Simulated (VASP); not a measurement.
**SnO: single point with PBEsol**

SnO:

```
Sn O
1.0
    -3.31561    0.00000    0.00000
     0.00000   -5.70500    0.00000
     0.00000   -2.37727   11.68249
Sn O
6 6
Direct
  0.00000 0.39798 0.88369
  0.00000 0.67578 0.21702
  0.00000 0.53688 0.55036
  0.50000 0.93500 0.71702
  0.50000 0.21280 0.05036
  0.50000 0.07390 0.38369
  0.00000 0.71896 0.94958
  0.00000 0.99676 0.28291
  0.00000 0.85786 0.61624
  0.50000 0.55912 0.78291
  0.50000 0.83692 0.11624
  0.50000 0.69802 0.44958
```

```yaml
Program: VASP 6.6.1
Task: single point
Functional: PBEsol
Potentials_or_basis: VASP PAW PBE potentials, release 64 (Sn_d, O)
Cutoff: 520 eV
k_mesh: 8 × 5 × 3
Occupations: gaussian, width 0.05 eV
Spin: no spin polarisation
Dipole_correction: no
Further_INCAR_settings: ALGO = Normal; EDIFF = 1e-06; NBANDS = 72
```

```yaml
Pressure: 0.7 GPa
Largest_force: 5.119 eV/Å
Band_gap_on_the_k_mesh: zero (bands 60 and 61 overlap by 0.01 eV)
```

Forces in eV/Å, atoms in the order of the input:
```
Sn   0.000 -4.022 -3.166
Sn   0.000 -0.061 -1.006
Sn   0.000  0.122  0.097
Sn   0.000 -0.157  0.835
Sn   0.000  1.700  3.754
Sn   0.000 -0.028  0.094
O    0.000  2.135 -0.665
O    0.000 -0.079  0.126
O    0.000  0.091 -0.044
O    0.000  1.111 -0.347
O    0.000 -0.748  0.440
O    0.000 -0.064 -0.117
```

Stress tensor (GPa, compression positive):
```
 4.35  0.00  0.00
 0.00 -5.16  0.66
 0.00  0.66  2.85
```

Levels at points of the mesh, in eV from the Fermi level:
```
           k point  band 57  band 58  band 59  band 60  band 61  band 62  band 63  band 64
(0.00, 0.00, 0.00)    -1.15    -0.34    -0.29    -0.01     1.74     2.48     2.71     2.78
(0.50, 0.00, 0.00)    -1.38    -1.27    -0.70    -0.51     0.47     0.63     2.28     2.31
```

Run time: 18 min on 1 thread of Intel(R) Xeon(R) Platinum 8259CL CPU @ 2.50GHz (Skylake/Cascade Lake), on a shared host, peak memory 0.6 GiB.

Caveat: semilocal functionals underestimate gaps, so a narrow gap can read as zero; the PAW data sets were made with another functional, which shifts forces and pressure a little; spin-orbit coupling is left out, which moves the levels of the heavy elements.
